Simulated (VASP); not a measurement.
Write the native input for VASP 6.6.1 that does the following.

```yaml
Task: single point
Functional: PBE
Potentials_or_basis: VASP PAW PBE potentials, release 64 (Ti_sv, H)
Cutoff: 520 eV
k_mesh: 9 × 9 × 1
Occupations: gaussian, width 0.1 eV
Spin: collinear spin
Starting_moments: "[0.0, 0.0, 0.0, 1.0] μB"
Dipole_correction: yes
Further_INCAR_settings: ALGO = Normal; EDIFF = 1e-06; NBANDS = 30
```

The structure of Ti3H lies in POSCAR:

```
Ti3H
1.0
    2.9075446931      0.0000000000      0.0000000000
    0.0000000000      2.9075446931      0.0000000000
    0.0000000000      0.0000000000     20.8059825779
Ti H
3 1
Direct
    0.5000000000      0.5000000000      0.1922523959
    0.0000000000      0.0000000000      0.2837148153
    0.5000000000      0.5000000000      0.3751797133
    1.0000000000      1.0000000000      0.3891180120
```

These files were run (other wordings do the same):

INCAR

```
SYSTEM = Ti3H
  ALGO = Normal
  DIPOL = 0.5 0.5 0.310
  EDIFF = 1E-6
  ENCUT = 520
  GGA = PE
  IDIPOL = 3
  ISIF = 2
  ISMEAR = 0
  ISPIN = 2
  LASPH = .True.
  LCHARG = .False.
  LDIPOL = .True.
  LMAXMIX = 4
  LORBIT = 11
  LREAL = .False.
  LWAVE = .False.
  MAGMOM = 0 0 0 1
  NBANDS = 30
  NELM = 150
  PREC = Accurate
  SIGMA = 0.1
```

KPOINTS

```
k-points
0
Gamma
  9 9 1
  0 0 0
```

Potentials or basis: VASP PAW PBE potentials, release 64 (Ti_sv, H).

The run is started by

```console
$ cat potpaw_PBE.64/Ti_sv/POTCAR potpaw_PBE.64/H/POTCAR > POTCAR
$ mpirun -np 1 vasp_std > vasp.out
```

Results of the run:

- Largest force: 0.379 eV/Å
- Net moment: -0.60 μB per cell
- Site moments: Ti -0.35, +0.04, -0.03; H +0.00 μB
- Valence electrons inside the program's atomic spheres: Ti 10.23, 10.32, 10.30; H 0.55

Caveat: a moment this small can come from the mesh or the smearing.

Wall time 4.5 min on 1 thread of Intel(R) Xeon(R) 6975P-C (Granite Rapids), with other jobs on the host, peak memory 0.4 GiB.
